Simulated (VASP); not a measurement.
## NbBr3: single point with PBE

NbBr3:

```
Nb Br
1.0
     0.00000    3.56210    3.56210
     3.56210    0.00000    3.56210
     3.56210    3.56210    0.00000
Nb Br
1 3
Direct
  0.50000 0.50000 0.50000
  0.25000 0.25000 0.25000
  0.75000 0.75000 0.75000
  0.00000 0.00000 0.00000
```

| Property | Result |
| --- | --- |
| Program | VASP 6.6.1 |
| Task | single point |
| Functional | PBE |
| Potentials or basis | VASP PAW PBE potentials, release 64 (Nb_sv, Br) |
| Cutoff | 520 eV |
| k mesh | 12 × 12 × 12 |
| Occupations | gaussian, width 0.1 eV |
| Spin | collinear spin, ferromagnetic start |
| Starting moments | [1.98, 0.0, 0.0, 0.0] μB |

```yaml
Pressure: 0.0 GPa
Band_gap_on_the_k_mesh: zero (filled and empty bands overlap)
Net_moment: 2.00 μB per cell
Site_moments: Nb +1.70; Br -0.10, -0.01 μB
Valence_electrons_inside_the_program's_atomic_spheres: Nb 10.35; Br 4.80, 4.88
```

Levels at points of the mesh, in eV from the Fermi level:
Spin up:
```tsv
k point	band 16	band 17	band 18	band 19	band 20	band 21
(0.00, 0.00, 0.00)	-1.71	-1.34	-1.34	1.18	1.18	1.18
(0.50, 0.00, 0.00)	-1.06	-0.05	-0.05	0.01	1.34	1.34
(0.50, 0.50, 0.00)	-0.97	-0.66	-0.66	-0.30	0.51	0.51
```
Spin down:
| k point | band 13 | band 14 | band 15 | band 16 | band 17 | band 18 | band 19 | band 20 |
| --- | --- | --- | --- | --- | --- | --- | --- | --- |
| (0.00, 0.00, 0.00) | -4.01 | -1.67 | -1.67 | -1.67 | 0.47 | 0.47 | 2.10 | 2.10 |
| (0.50, 0.00, 0.00) | -3.49 | -1.68 | -1.68 | -0.97 | 0.93 | 1.76 | 1.76 | 2.08 |
| (0.50, 0.50, 0.00) | -2.49 | -2.25 | -0.69 | -0.69 | 0.71 | 0.87 | 1.06 | 1.34 |

Wall time 6.1 min on 1 thread of Intel(R) Xeon(R) Platinum 8488C (Sapphire Rapids), on a shared host, peak memory 0.47 GiB.
